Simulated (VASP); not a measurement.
# CsCl: single point with PBE

CsCl:

```xyz
2
Lattice="4.1194 0.0000 0.0000 0.0000 4.1194 0.0000 0.0000 0.0000 4.1194" Properties=species:S:1:pos:R:3 pbc="T T T"
Cs    0.0000    0.0000    0.0000
Cl    2.0597    2.0597    2.0597
```

This cell differs from its parent crystal: volume changed by -6%.

| Quantity | Value |
| --- | --- |
| Program | VASP 6.6.1 |
| Task | single point |
| Functional | PBE |
| Potentials or basis | VASP PAW PBE potentials, release 64 (Cs_sv, Cl) |
| Cutoff | 500 eV |
| k mesh | 6 × 6 × 6 |
| Occupations | gaussian, width 0.01 eV |
| Spin | no spin polarisation |

* Pressure: 1.1 GPa
* Band gap on the k mesh: 5.27 eV, direct

Levels at points of the mesh, in eV from the valence-band top:
| k point | band 4 | band 5 | band 6 | band 7 | band 8 | band 9 | band 10 | band 11 | band 12 | band 13 |
| --- | --- | --- | --- | --- | --- | --- | --- | --- | --- | --- |
| (0.00, 0.00, 0.00) | -5.86 | -5.86 | 0.00 | 0.00 | 0.00 | 5.27 | 5.39 | 5.39 | 10.04 | 10.04 |
| (0.50, 0.00, 0.00) | -5.72 | -5.72 | -1.17 | -0.24 | -0.24 | 6.41 | 7.62 | 8.90 | 9.27 | 9.52 |
| (0.50, 0.50, 0.00) | -6.64 | -5.63 | -0.43 | -0.43 | -0.06 | 5.95 | 6.03 | 7.98 | 7.98 | 11.97 |
| (0.50, 0.50, 0.50) | -6.40 | -6.40 | -1.10 | -1.10 | -1.10 | 8.51 | 8.51 | 8.51 | 10.54 | 10.54 |

It took 6.4 s on 1 thread of Intel(R) Xeon(R) 6975P-C (Granite Rapids), with other jobs on the host, peak memory 0.17 GiB.

Caveat: spin-orbit coupling is left out, which moves the levels of the heavy elements. A k mesh can miss the band edges.
